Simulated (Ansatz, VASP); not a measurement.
## Cr: VASP beside Ansatz

INCAR

```
SYSTEM = Cr
PREC = Accurate
ENCUT = 600
EDIFF = 1E-7
ISMEAR = 0
SIGMA = 0.1
LREAL = .FALSE.
LASPH = .TRUE.
NELM = 80
ALGO = Fast
ISIF = 3
LWAVE = .FALSE.
LCHARG = .FALSE.
GGA = PS
IBRION = 2
NSW = 65
EDIFFG = -0.01
```

File KPOINTS:

```
Automatic mesh
0
G
  21 21 3
  0 0 0
```

POSCAR

```
Cr
1.0
    2.4566663936      0.0000000000      0.0000000000
   -1.2283331968      2.1275355055      0.0000000000
    0.0000000000      0.0000000000     15.3830127324
Cr
7
Direct
    0.0000000000      0.0000000000      0.0000000000
    0.3333333333      0.6666666667      0.1428571429
    0.6666666667      0.3333333333      0.2857142857
    0.0000000000      0.0000000000      0.4285714286
    0.6666666667      0.3333333333      0.5714285714
    0.0000000000      0.0000000000      0.7142857143
    0.3333333333      0.6666666667      0.8571428571
```

Input for Ansatz:

```yaml
crystal:
  lattice:
    - [2.4566663936, 0.0, 0.0]
    - [-1.2283331968, 2.1275355055, 0.0]
    - [0.0, 0.0, 15.3830127324]
  atoms:
    - { symbol: Cr, position: [0.0, 0.0, 0.0] }
    - { symbol: Cr, position: [0.3333333333, 0.6666666667, 0.1428571429] }
    - { symbol: Cr, position: [0.6666666667, 0.3333333333, 0.2857142857] }
    - { symbol: Cr, position: [0.0, 0.0, 0.4285714286] }
    - { symbol: Cr, position: [0.6666666667, 0.3333333333, 0.5714285714] }
    - { symbol: Cr, position: [0.0, 0.0, 0.7142857143] }
    - { symbol: Cr, position: [0.3333333333, 0.6666666667, 0.8571428571] }
basis:
  ecutwfc: 420
kpoints:
  mp_grid: { grid: [21, 21, 3] }
hamiltonian:
  xc: pbesol
scf:
  occupations: { method: gaussian, width: 0.1 }
output:
  forces: true
  stress: true
  eigenvalues: true
  populations: true
relax:
  adjacent_minimum: "off"
  f_tol: 0.01
  max_steps: 45
  cell: { stress_tol: 0.05 }
```

Alike in both runs: task relaxation of cell and atoms; functional PBEsol; k mesh 21 × 21 × 3; occupations gaussian, width 0.1 eV; no spin polarisation.

|  | VASP | Ansatz |
| --- | --- | --- |
| version | VASP 6.6.1 | Ansatz 0.2.0 |
| potentials or method | VASP PAW PBE potentials, release 64 (Cr_pv), cutoff 600 eV | scalar-relativistic, plane waves, PAW |
| valence electrons in the cell | 84 | 98 |

VASP gave:

* gap on the k mesh at the Fermi level, each at its own relaxed structure (eV): none
* relaxed volume (Å³/atom): 11.45
* relaxed length of the cell vector where the two differ most in proportion (Å): 2.466

Q: What did Ansatz give for the same quantities?

A: gap on the k mesh at the Fermi level, each at its own relaxed structure (eV): none; relaxed volume (Å³/atom): 11.47; relaxed length of the cell vector where the two differ most in proportion (Å): 2.468.

VASP's potentials were made for PBE, not for PBEsol. A gap of «none» marks a metal or a gap that the smearing closes. VASP's potentials hold 84 valence electrons a cell and Ansatz's 98, so a difference there can come from the potentials and not from the codes.
